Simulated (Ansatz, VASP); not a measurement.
**ScIn2Se2 in VASP and in Ansatz**

```xyz
5
Lattice="3.7363 0.0000 0.0000 -1.8682 3.2358 0.0000 0.0000 0.0000 11.2465" Properties=species:S:1:pos:R:3 pbc="T T T"
Sc    0.0000    0.0000    0.0000
In    1.8682    1.0786    4.0518
In    1.8682    1.0786    7.1947
Se    0.0000    2.1572    1.6649
Se    0.0000    2.1572    9.5816
```

Alike in both runs: functional PBE; k mesh 12 × 12 × 4; occupations gaussian, width 0.1 eV; no spin polarisation.

Ansatz relaxed the structure, and its values are those at the end. VASP's run is a single point on that final structure, the one shown.

|  | VASP | Ansatz |
| --- | --- | --- |
| version | VASP 6.6.1 | Ansatz 0.2.0 |
| potentials or method | VASP PAW PBE potentials, release 64 (Sc_sv, In_d, Se), cutoff 520 eV | scalar-relativistic, plane waves, PAW |
| valence electrons in the cell | 49 | 69 |

VASP gave:

| Item | Value |
| --- | --- |
| gap on the k mesh at the Fermi level (eV) | none |
| pressure (GPa) | 0.1 |
| rms of the force components (eV/Å) | 0.010 |

**Question.** Estimate Ansatz's values.

**Answer.** gap on the k mesh at the Fermi level (eV): none; pressure (GPa): 0.0; rms of the force components (eV/Å): 0.001.

A gap of «none» marks a metal or a gap that the smearing closes. VASP's potentials hold 49 valence electrons a cell and Ansatz's 69, so a difference there can come from the potentials and not from the codes.
